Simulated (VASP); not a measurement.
## SiS2: single point with r2SCAN+D3(BJ)

Crystal: SiS2.

```xyz
6
Lattice="-2.7680 4.8810 2.7715 2.7680 -4.8810 2.7715 2.7680 4.8810 -2.7715" Properties=species:S:1:pos:R:3 pbc="T T T"
Si    0.0000    0.0000    4.1572
Si    0.0000    0.0000    1.3857
S     1.6018    3.7358    2.7715
S     1.1662    1.1452    0.0000
S     1.1662   -1.1452    2.7715
S     1.6018    6.0263    0.0000
```

```json
{
  "Program": "VASP 6.6.1",
  "Task": "single point",
  "Functional": "r2SCAN",
  "Dispersion": "D3(BJ)",
  "Potentials or basis": "VASP PAW PBE potentials, release 64 (Si, S)",
  "Cutoff": "550 eV",
  "k mesh": "6 × 6 × 6",
  "Occupations": "gaussian, width 0.05 eV",
  "Spin": "no spin polarisation"
}
```

| Property | Result |
| --- | --- |
| Pressure | -1.5 GPa |
| Largest force | 0.325 eV/Å |
| Band gap on the k mesh | 3.19 eV (least direct gap 3.46 eV) |
| Dispersion energy per atom | -0.114 eV |

Forces on the atoms (eV/Å):
```
Si   0.000  0.000  0.000
Si   0.000  0.000  0.000
S    0.229  0.230  0.000
S   -0.229 -0.230  0.000
S   -0.229  0.230  0.000
S    0.229 -0.230  0.000
```

Stress tensor (GPa, compression positive):
```
-1.39  0.00  0.00
 0.00 -1.40  0.00
 0.00  0.00 -1.69
```

Levels at points of the mesh, in eV from the valence-band top:
```tsv
k point	band 14	band 15	band 16	band 17	band 18	band 19
(0.00, 0.00, 0.00)	-0.81	-0.76	-0.53	3.90	4.34	4.54
(0.50, 0.00, 0.00)	-1.26	-0.73	-0.73	3.84	3.84	5.49
(0.00, 0.50, 0.00)	-0.99	-0.62	-0.62	3.73	3.73	5.15
(0.50, 0.50, 0.00)	-1.32	-1.08	-0.03	4.40	5.09	5.36
(0.50, 0.50, 0.50)	-1.96	-1.40	-0.28	3.19	4.30	4.62
```

Wall time 26 min on 1 thread of Oxide Virtual Turin-like Processor, with other jobs on the host, peak memory 0.41 GiB.

Caveat: three body term missing; the PAW data sets were made with another functional, which shifts forces and pressure a little. A k mesh can miss the band edges.
